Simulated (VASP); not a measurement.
# AlNi (Pm-3m) in VASP: a series of runs

The runs below take AlNi through single point, with PBEsol.

Everything below comes from runs of VASP 6.6.1. Logs are shortened: lines on timing, memory, paths and dates and some standing lists are left out, and cuts for length are marked.

### Step 1. The cell of the first run

Symmetry: Pm-3m, No. 221, cubic system. Conventional cell: a = 2.862 Å, b = 2.862 Å, c = 2.862 Å, α = 90.00°, β = 90.00°, γ = 90.00°. Within 3.3 Å of Al (site symmetry m-3m) lie 8 Ni at 2.48 Å and 6 Al at 2.86 Å. Ni (site symmetry m-3m) has 8 Al at 2.48 Å and 6 Ni at 2.86 Å within 3.3 Å.

### Step 2. Single point, PBEsol

The input, INCAR:

```
SYSTEM = AlNi
PREC = Accurate
ENCUT = 520
EDIFF = 1E-6
ISMEAR = 0
SIGMA = 0.1
LREAL = .False.
LASPH = .True.
NELM = 100
ALGO = Fast
ISIF = 2
LWAVE = .False.
LCHARG = .False.
GGA = PS
NBANDS = 14
ISYM = 0
```

The input, KPOINTS:

```
regular mesh
0
Gamma
  12 9 17
  0 0 0
```

The input, POSCAR:

```
AlNi
1.0
    2.8621655254      0.0000000000      0.0000000000
    0.0000000000      4.0477133037      0.0000000000
    0.0000000000      2.0238566519      2.0238566519
Al Ni
1 1
Direct
    0.0000000000      0.0000000000      0.0000000000
    0.5000000000      0.5000000000      0.0000000000
```

Potentials or basis: VASP PAW PBE potentials, release 64 (Al, Ni).

Launch:

```console
$ cat potpaw_PBE.64/Al/POTCAR potpaw_PBE.64/Ni/POTCAR > POTCAR
$ mpirun -np 1 vasp_std > vasp.out
```

OUTCAR:

```text
SYSTEM = AlNi
   PREC = Accurate
   ENCUT = 520
   EDIFF = 1E-6
   ISMEAR = 0
   LREAL = .False.
   LASPH = .True.
   NELM = 100
   ISIF = 2
   GGA = PS
   ISYM = 0

 ion  position               nearest neighbor table
   1  0.000  0.000  0.000-   2 2.48   2 2.48   2 2.48   2 2.48   2 2.48   2 2.48   2 2.48   2 2.48

   2  0.500  0.500  0.000-   1 2.48   1 2.48   1 2.48   1 2.48   1 2.48   1 2.48   1 2.48   1 2.48

IMPORTANT INFORMATION: All symmetrisations will be switched off!
NOSYMM: (Re-)initialisation of all symmetry stuff for point group C_1.

----------------------------------------------------------------------------------------

                                     Primitive cell

  volume of cell :      23.4468

  direct lattice vectors                    reciprocal lattice vectors
     2.862165525  0.000000000  0.000000000     0.349385803  0.000000000  0.000000000
     0.000000000  4.047713304  0.000000000     0.000000000  0.247053070 -0.247053070
     0.000000000  2.023856652  2.023856652     0.000000000  0.000000000  0.494106141

  length of vectors
     2.862165525  4.047713304  2.862165525     0.349385803  0.349385803  0.494106141

  position of ions in fractional coordinates (direct lattice)
     0.000000000  0.000000000  0.000000000
     0.500000000  0.500000000  0.000000000

  ion indices of the primitive-cell ions
   primitive index   ion index
                 1           1
                 2           2

----------------------------------------------------------------------------------------

 KPOINTS: regular mesh

Automatic generation of k-mesh.
 Grid dimensions read from file:
 generate k-points for:   12    9   17

 Generating k-lattice:

  Cartesian coordinates                     Fractional coordinates (reciprocal lattice)
     0.029115484  0.000000000  0.000000000     0.083333333  0.000000000  0.000000000
     0.000000000  0.027450341 -0.027450341     0.000000000  0.111111111  0.000000000
     0.000000000  0.000000000  0.029065067     0.000000000  0.000000000  0.058823529

  Length of vectors
     0.029115484  0.038820645  0.029065067

  Shift w.r.t. Gamma in fractional coordinates (k-lattice)
     0.000000000  0.000000000  0.000000000

 -----------------------------------------------------------------------------
|                                                                             |
|           W    W    AA    RRRRR   N    N  II  N    N   GGGG   !!!           |
|           W    W   A  A   R    R  NN   N  II  NN   N  G    G  !!!           |
|           W    W  A    A  R    R  N N  N  II  N N  N  G       !!!           |
|           W WW W  AAAAAA  RRRRR   N  N N  II  N  N N  G  GGG   !            |
|           WW  WW  A    A  R   R   N   NN  II  N   NN  G    G                |
|           W    W  A    A  R    R  N    N  II  N    N   GGGG   !!!           |
[... 83 lines left out ...]
     AMIX     =   0.40;   BMIX     =  1.00
     AMIX_MAG =   1.60;   BMIX_MAG =  1.00
  volume/ion in A,a.u.               =      11.72        79.11
  Fermi-wavevector in a.u.,A,eV,Ry     =   1.344914  2.541519 24.610134  1.808794
  Thomas-Fermi vector in A             =   2.472869
   LORBIT       =      0    0 simple, 1 ext, 2 COOP (PROOUT), +10 PAW based schemes
   GGA     = PS    functional components
   LHFCALC =     F    Hartree Fock is set to
   AEXX    =    0.0000 exact exchange contribution
   IVDW    =     0    specifies the selected vdW correction
   LEPSILON=     F    determine dielectric tensor
   LRPA    =     F    only Hartree local field effects (RPA)
 non-spin polarized calculation
 RMM-DIIS sequential band-by-band and
 Gauss-broadening in eV      SIGMA  =   0.10
  energy-cutoff  :      520.00
  volume of cell :       23.45
 maximum number of plane-waves:       651
 NGX is ok and might be reduce to    24

 number of electron      13.0000001 magnetization

 Free energy of the ion-electron system (eV)
  ---------------------------------------------------
  ext. energy  EPLUGINS =         0.00000000
  ---------------------------------------------------
  free energy    TOTEN  =       -11.58816189 eV

  energy without entropy =      -11.58440889  energy(sigma->0) =      -11.58628539

 E-fermi :  10.1605     XC(G=0): -12.2619

 val. band max:       10.1599688934   @ k =  -0.3333   0.4444   0.3529
 cond. band min:      10.1679505707   @ k =  -0.0833  -0.4444   0.3529
 fundamental gap:      0.0079816773
 Fermi energy:        10.1604827727

 k-point     1 :       0.0000    0.0000    0.0000
  band No.  band energies     occupation
      1      -1.1172      2.00000
      2       6.8235      2.00000
      3       6.8302      2.00000
      4       8.5740      2.00000
      5       8.5764      2.00000
      6       8.5795      2.00000
      7      15.7386      0.00000
      8      15.7386      0.00000
      9      15.7389      0.00000
     10      18.3669      0.00000
     11      18.3698      0.00000
     12      24.2421      0.00000
     13      31.2876      0.00000
     14      31.2877      0.00000
[... 377 lines left out ...]
      1       1.7408      2.00000
      2       6.1121      2.00000
      3       7.1568      2.00000
      4       7.7817      2.00000
      5       8.0739      2.00000
      6       8.3592      2.00000
      7      10.2996      0.04920
      8      13.5903      0.00000
      9      18.3173      0.00000
     10      19.1928      0.00000
     11      21.8446      0.00000
     12      24.6928      0.00000
     13      26.6019      0.00000
     14      27.9844      0.00000

 [... further k-points ...]

------------------------ aborting loop because EDIFF is reached ----------------------------------------

  FORCE on cell =-STRESS in cart. coord.  units (eV):
  Direction    XX          YY          ZZ          XY          YZ          ZX
  --------------------------------------------------------------------------------------
  -------------------------------------------------------------------------------------
  Total       -0.0899774     -0.0189496     -0.0042777     -0.0000018      0.0128115     -0.0000005
  in kB       -6.1483640     -1.2948690     -0.2923062     -0.0001222      0.8754410     -0.0000326
  external PRESSURE =      -2.5785131 kB  Pullay stress =       0.0000000 kB

 VOLUME and BASIS-vectors are now :
 -----------------------------------------------------------------------------
  energy-cutoff  :      520.00
  volume of cell :       23.45
      direct lattice vectors                 reciprocal lattice vectors
     2.862165525  0.000000000  0.000000000     0.349385803  0.000000000  0.000000000
     0.000000000  4.047713304  0.000000000     0.000000000  0.247053070 -0.247053070
     0.000000000  2.023856652  2.023856652     0.000000000  0.000000000  0.494106141

 POSITION                                       TOTAL-FORCE (eV/Angst)
 -----------------------------------------------------------------------------------
      0.00000      0.00000      0.00000        -0.000000      0.000000     -0.000000
      1.43108      2.02386      0.00000         0.000000     -0.000000      0.000000
 -----------------------------------------------------------------------------------
    total drift:                               -0.000000      0.000000      0.000001

  FREE ENERGIE OF THE ION-ELECTRON SYSTEM (eV)
  ---------------------------------------------------
  free  energy   TOTEN  =       -11.5881618908 eV

  energy  without entropy=      -11.5844088853  energy(sigma->0) =      -11.58628539
```

OSZICAR:

```text
N       E                     dE             d eps       ncg     rms          rms(c)
DAV:   1     0.399506753911E+02    0.39951E+02   -0.53901E+03 26196   0.973E+02
DAV:   2    -0.114539317558E+02   -0.51405E+02   -0.46406E+02 27712   0.181E+02
DAV:   3    -0.132087029933E+02   -0.17548E+01   -0.17364E+01 32608   0.369E+01
DAV:   4    -0.132316827586E+02   -0.22980E-01   -0.22973E-01 30702   0.387E+00
DAV:   5    -0.132323470588E+02   -0.66430E-03   -0.66429E-03 33122   0.713E-01    0.128E+01
RMM:   6    -0.152352520068E+02   -0.20029E+01   -0.15651E+01 31479   0.494E+01    0.172E+01
RMM:   7    -0.116056436421E+02    0.36296E+01   -0.43004E+00 28968   0.253E+01    0.125E+00
RMM:   8    -0.115993869959E+02    0.62566E-02   -0.89552E-02 27538   0.296E+00    0.757E-01
RMM:   9    -0.115925539488E+02    0.68330E-02   -0.31172E-02 29361   0.115E+00    0.590E-01
RMM:  10    -0.115881306820E+02    0.44233E-02   -0.85403E-03 31519   0.117E+00    0.138E-01
RMM:  11    -0.115883517407E+02   -0.22106E-03   -0.85790E-04 35290   0.342E-01    0.139E-01
RMM:  12    -0.115881495137E+02    0.20223E-03   -0.37994E-04 34557   0.215E-01    0.198E-02
RMM:  13    -0.115881597652E+02   -0.10251E-04   -0.10012E-04 35299   0.673E-02    0.848E-03
RMM:  14    -0.115881610812E+02   -0.13160E-05   -0.16088E-05 35919   0.303E-02    0.316E-03
RMM:  15    -0.115881618908E+02   -0.80961E-06   -0.22609E-06 24205   0.142E-02
   1 F= -.11588162E+02 E0= -.11586285E+02  d E =-.375301E-02
```

stdout:

```text
POSCAR found type information on POSCAR AlNi
 POSCAR found :  2 types and       2 ions
 scaLAPACK will be used
 -----------------------------------------------------------------------------
|                                                                             |
|                                                                             |
[... 22 lines left out ...]
|                                                                             |
 -----------------------------------------------------------------------------

 POSCAR, INCAR and KPOINTS ok, starting setup
 FFT: planning ... GRIDC
 FFT: planning ... GRID_SOFT
 FFT: planning ... GRID
 WAVECAR not read
 entering main loop
WARNING in EDDRMM: call to ZHEGV failed, returncode =   6  3     14
```

Wall time 2.3 min (1 thread of Intel Xeon 6975P-C (Granite Rapids), shared host); peak memory 0.41 GiB.

What came out:

| Property | Result |
| --- | --- |
| Free energy | -11.5882 eV |
| Pressure | -0.3 GPa |

Levels at points of the mesh, in eV from the Fermi level:
```
           k point  band 3  band 4  band 5  band 6  band 7  band 8  band 9  band 10  band 11  band 12
(0.00, 0.00, 0.00)   -3.33   -1.59   -1.58   -1.58    5.58    5.58    5.58     8.21     8.21    14.08
(0.50, 0.00, 0.00)   -2.84   -2.31   -2.31   -1.49   -0.66    8.32   10.09    10.09    11.09    11.09
```

Caveat: the PAW data sets were made with another functional, which shifts forces and pressure a little. Spin polarisation is off, so any magnetic state and its effect on volume and gap are missing.

### Step 3. Single point, PBEsol

This run uses another cell than the first one, of the same volume but with other edges.

Edit INCAR of step 2 so:

```diff
@@ -8,4 +8,4 @@
 LASPH = .True.
-NELM = 100
-ALGO = Fast
+NELM = 60
+ALGO = Normal
 ISIF = 2
@@ -15,2 +15 @@
 NBANDS = 14
-ISYM = 0
```

The input, KPOINTS:

```
regular mesh
0
Gamma
  14 14 14
  0 0 0
```

The input, POSCAR:

```
AlNi
1.0
    2.8621655248      0.0000000000      0.0000000000
    0.0000000000      2.8621655248      0.0000000000
    0.0000000000      0.0000000000      2.8621655248
Al Ni
1 1
Direct
    0.0000000000      0.0000000000      0.0000000000
    0.5000000000      0.5000000000      0.5000000000
```

Potentials or basis: VASP PAW PBE potentials, release 64 (Al, Ni).

Launch:

```console
$ cat potpaw_PBE.64/Al/POTCAR potpaw_PBE.64/Ni/POTCAR > POTCAR
$ mpirun -np 1 vasp_std > vasp.out
```

It took 17 s on 1 thread of Intel Xeon 6975P-C, shared host; peak memory 0.17 GiB.

The run converged. Its results:

- Free energy: -11.5871 eV
- Pressure: 0.2 GPa

Levels at points of the mesh, in eV from the Fermi level:
```tsv
k point	band 5	band 6	band 7	band 8	band 9	band 10
(0.00, 0.00, 0.00)	-1.55	-1.55	5.61	5.61	5.61	8.24
(0.50, 0.00, 0.00)	-2.28	-1.46	-0.63	8.35	10.12	10.12
(0.50, 0.50, 0.00)	-2.11	-2.11	-1.01	1.52	2.62	12.54
(0.50, 0.50, 0.50)	-0.98	1.99	1.99	1.99	3.93	4.59
```

Caveat: the PAW data sets were made with another functional, which shifts forces and pressure a little.
